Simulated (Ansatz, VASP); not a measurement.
**One calculation of SrO, two programs**

```
Sr O
1.0
     0.00000    2.57989    2.57989
     2.57989    0.00000    2.57989
     2.57989    2.57989    0.00000
Sr O
1 1
Direct
  0.00000 0.00000 0.00000
  0.50000 0.50000 0.50000
```

Alike in both runs: task single point; functional PBE-based screened hybrid with a share of 0.75 of exact exchange and HFSCREEN = 0.2078; k mesh 4 × 4 × 4; no spin polarisation.

|  | VASP | Ansatz |
| --- | --- | --- |
| version | VASP 6.6.1 | Ansatz 0.2.0 |
| potentials or method | VASP PAW PBE potentials, release 64 (Sr_sv, O) | plane waves |
| plane-wave cutoff (eV) | 520 | 420 |
| occupations | gaussian, width 0.01 eV | fixed |
| valence electrons in the cell | 16 | 16 |

```tsv
	VASP	Ansatz	Ansatz less VASP
gap on the k mesh at the Fermi level (eV)	7.96	8.01	+0.051
pressure (GPa)	-3.9	-4.4	-0.45
```

VASP's potentials were made for PBE, not for PBE-based screened hybrid. Ansatz's warnings: stress exchange threshold loose, stress scf threshold loose.

The k mesh is coarse, so the values compare programs but aren't converged.
